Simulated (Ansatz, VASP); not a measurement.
**Si3N4 in VASP and in Ansatz**

```
CELL_PARAMETERS angstrom
2.85756 -3.67975 0.00000
2.85756 3.67975 0.00000
0.00000 0.00000 2.79315
ATOMIC_POSITIONS crystal
Si 0.50000 0.00000 0.50000
Si 0.00000 0.50000 0.50000
Si 0.00000 0.00000 0.00000
N 0.78092 0.78092 0.50000
N 0.21908 0.21908 0.50000
N 0.24462 0.75538 0.00000
N 0.75538 0.24462 0.00000
```

Change from the starting cell: species swapped into the Ni3O4 type (Cmmm, No. 65).

Alike in both runs: functional PBE; k mesh 6 × 6 × 10; occupations gaussian, width 0.02 eV; no spin polarisation.

Ansatz relaxed the structure, and its values are those at the end. VASP's run is a single point on that final structure, the one shown.

```csv
,VASP,Ansatz
version,VASP 6.6.1,Ansatz 0.2.0
potentials or method,"VASP PAW PBE potentials, release 64 (Si, N), cutoff 520 eV","scalar-relativistic, plane waves, PAW"
valence electrons in the cell,32,32
```

VASP gave:

| Property | Result |
| --- | --- |
| gap on the k mesh at the Fermi level (eV) | 0.81 |
| least direct gap on the mesh (eV) | 1.60 |
| pressure (GPa) | 0.0 |
| rms of the force components (eV/Å) | 0.005 |

Q: Which values does Ansatz return?

A: gap on the k mesh at the Fermi level (eV): 0.82; least direct gap on the mesh (eV): 1.61; pressure (GPa): 0.0; rms of the force components (eV/Å): 0.001.

The functional is the same, so the differences come from potentials, cutoffs and numerics.
